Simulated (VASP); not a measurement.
The system is TiO2.

```
Ti O
1.0
     5.58222    0.00000    0.00000
    -2.79111    4.83435    0.00000
     0.00000    0.00000    6.08247
Ti O
3 6
Direct
  0.46694 0.00000 0.33333
  0.00000 0.46694 0.66667
  0.53306 0.53306 0.00000
  0.58107 0.85143 0.12066
  0.72963 0.14857 0.54600
  0.27037 0.41893 0.78733
  0.85143 0.58107 0.87934
  0.14857 0.72963 0.45400
  0.41893 0.27037 0.21267
```

Base run:

* Program: VASP 6.6.1
* Functional: r2SCAN
* Potentials or basis: VASP PAW PBE potentials, release 64 (Ti_sv, O)
* Cutoff: 520 eV
* k mesh: 6 × 6 × 5
* Occupations: fermi-dirac, width 0.05 eV
* Spin: no spin polarisation

Its results: band gap on the k mesh 4.08 eV (least direct gap 4.09 eV); pressure -0.3 GPa; largest force 0.019 eV/Å.

Problem. The run is repeated on the same cell with these changes: functional from r2SCAN to PBEsol. What comes out?

Solution. Band gap on the k mesh 3.58 eV (least direct gap 3.59 eV); pressure -0.9 GPa; largest force 0.099 eV/Å.

Caveats: the PAW data sets were made with another functional, which shifts forces and pressure a little.

A k mesh can miss the band edges.
